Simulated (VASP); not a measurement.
**MgO (Periclase): single point with revPBE**

Crystal: MgO (Periclase).

```
Mg O
1.0
     0.00000    2.05070    2.05070
     2.05070    0.00000    2.05070
     2.05070    2.05070    0.00000
Mg O
1 1
Direct
  0.00000 0.00000 0.00000
  0.50000 0.50000 0.50000
```

* Program: VASP 6.6.1
* Task: single point
* Functional: revPBE
* Potentials or basis: VASP PAW PBE potentials, release 64 (Mg, O)
* Cutoff: 600 eV
* k mesh: 8 × 8 × 8
* Occupations: gaussian, width 0.01 eV
* Spin: no spin polarisation
* Dipole correction: no
* Further INCAR settings: ALGO = Normal; EDIFF = 1e-06; NBANDS = 11

* Pressure: 23.6 GPa
* Band gap on the k mesh: 5.62 eV, direct

Levels at points of the mesh, in eV from the valence-band top:
```tsv
k point	band 1	band 2	band 3	band 4	band 5	band 6	band 7	band 8
(0.00, 0.00, 0.00)	-17.75	0.00	0.00	0.00	5.62	16.36	16.36	16.36
(0.50, 0.00, 0.00)	-16.27	-4.95	-0.74	-0.74	8.49	13.64	17.27	17.27
(0.50, 0.50, 0.00)	-15.99	-4.40	-1.46	-1.46	9.29	11.02	14.07	20.38
```

Run time: 4.6 s on 1 thread of AMD EPYC 9R45 96-Core Processor (Zen 5) (shared host), peak memory 0.11 GiB.

Caveat: the PAW data sets were made with another functional, which shifts forces and pressure a little. Expect the measured gap to be larger: semilocal functionals such as revPBE lack the derivative discontinuity.
